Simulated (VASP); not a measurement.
Wanted: the native input for a VASP 6.6.1 run.

| Quantity | Value |
| --- | --- |
| Task | single point |
| Functional | PBE |
| Potentials or basis | VASP PAW PBE potentials, release 64 (Al, Ga_d, N) |
| Cutoff | 520 eV |
| k mesh | 6 × 4 × 4 |
| Occupations | gaussian, width 0.1 eV |
| Spin | no spin polarisation |
| Dipole correction | no |
| Further INCAR settings | ALGO = Normal; EDIFF = 1e-06; NBANDS = 35 |

The structure of AlGa3N2 lies in POSCAR:

```
AlGa3N2
1.0
    3.2104040560      0.0121461464      0.0025498462
   -0.0270124163      4.4599825618     -0.0316273600
   -0.0000139441     -0.5222882363      5.9704881430
Al Ga N
1 3 2
Direct
    0.0858569121      0.3171605002      0.7975395330
    0.5822899566      0.8277804144      0.0317628124
    0.0824458194      0.3674883136      0.3364383131
    0.5833250077      0.8944109597      0.5854632962
    0.0829074610      0.0958528382      0.0587407977
    0.5831748831      0.6223079638      0.3150562376
```

The cell was built from a structure type or drawn by symmetry, and may not be a known phase.

One way to write it, as run:

INCAR

```
ALGO     = Normal         # electronic algorithm
EDIFF    = 1E-6           # SCF threshold, eV
ENCUT    = 520            # plane-wave cutoff, eV
GGA      = PE             # functional
ISIF     = 2              # what is computed and relaxed
ISMEAR   = 0              # smearing method
LASPH    = True           # aspherical terms in the spheres
LCHARG   = False          # write CHGCAR
LREAL    = False          # projectors in reciprocal space
LWAVE    = False          # write WAVECAR
NBANDS   = 35             # bands
NELM     = 100            # most SCF steps
PREC     = Accurate       # precision mode
SIGMA    = 0.1            # smearing width, eV
```

KPOINTS

```
k-points
0
Gamma
  6 4 4
```

Potentials or basis: VASP PAW PBE potentials, release 64 (Al, Ga_d, N).

Command:

```console
$ cat potpaw_PBE.64/Al/POTCAR potpaw_PBE.64/Ga_d/POTCAR potpaw_PBE.64/N/POTCAR > POTCAR
$ mpirun -np 1 vasp_std > vasp.out
```

It gave:

* Pressure: 0.1 GPa
* Largest force: 0.047 eV/Å
* Band gap on the k mesh: zero (bands 26 and 27 overlap by 1.90 eV)

It took 2.5 min on 1 thread of Intel(R) Xeon(R) Platinum 8259CL CPU @ 2.50GHz (Skylake/Cascade Lake), on a shared host, peak memory 0.27 GiB.
